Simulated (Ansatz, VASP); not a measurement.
Be in VASP and in Ansatz

Contents of INCAR:

```
  PREC = Accurate
  ENCUT = 520
  EDIFF = 1E-7
  ISMEAR = -1
  SIGMA = 0.08
  LREAL = F
  LASPH = T
  NELM = 150
  ALGO = Normal
  ISIF = 2
  LWAVE = F
  LCHARG = T
  ISPIN = 2
  MAGMOM = 3 3 3
  LORBIT = 11
  GGA = PE
  LELF = T
  LVHAR = T
  NBANDS = 14
```

Contents of KPOINTS:

```
Automatic mesh
0
Gamma
  10 10 14
```

POSCAR

```
Be
1.0
    3.3865691064      0.0000000000      0.0000000000
   -1.6932845532      2.9328548778      0.0000000000
    0.0000000000      0.0000000000      2.0464304823
Be
3
Direct
    0.0000000000      0.0000000000      0.0000000000
    0.3333333333      0.6666666667      0.5000000000
    0.6666666667      0.3333333333      0.5000000000
```

Input for Ansatz:

```yaml
crystal:
  lattice:
    - [3.3865691064, 0.0, 0.0]
    - [-1.6932845532, 2.9328548778, 0.0]
    - [0.0, 0.0, 2.0464304823]
  atoms:
    - { symbol: Be, position: [0.0, 0.0, 0.0], spin: 3.0 }
    - { symbol: Be, position: [0.3333333333, 0.6666666667, 0.5], spin: 3.0 }
    - { symbol: Be, position: [0.6666666667, 0.3333333333, 0.5], spin: 3.0 }
kpoints:
  mp_grid: { grid: [10, 10, 14] }
scf:
  occupations: { method: fermi_dirac, width: 0.08 }
hamiltonian:
  xc: pbe
  pseudopotentials: { kind: paw }
output:
  forces: true
  stress: true
  eigenvalues: true
  populations: true
  write_density: true
  write_potential: true
  elf: true
  volumetric_format: npy
magnetization:
  spin_polarized: true
```

Alike in both runs: task single point; functional PBE; k mesh 10 × 10 × 14; occupations fermi-dirac, width 0.08 eV; collinear spin.

|  | VASP | Ansatz |
| --- | --- | --- |
| version | VASP 6.6.1 | Ansatz 0.2.0 |
| potentials or method | VASP PAW PBE potentials, release 64 (Be) | PAW with Ansatz's default frozen-core files, scalar-relativistic |
| plane-wave cutoff (eV) | 520 | 420 |
| valence electrons in the cell | 6 | 6 |

Ansatz gave:

| Item | Value |
| --- | --- |
| gap on the k mesh at the Fermi level (eV) | none |
| pressure (GPa) | 26.4 |
| net moment per atom (μB) | 0.00 |

Q: Estimate VASP's values.

A: gap on the k mesh at the Fermi level (eV): none; pressure (GPa): 26.6; net moment per atom (μB): 0.00.

A gap of «none» marks a metal or a gap that the smearing closes. With one functional, cell and mesh, what is left measures potentials, basis and numerics. Ansatz's warnings: seeded moment not kept.
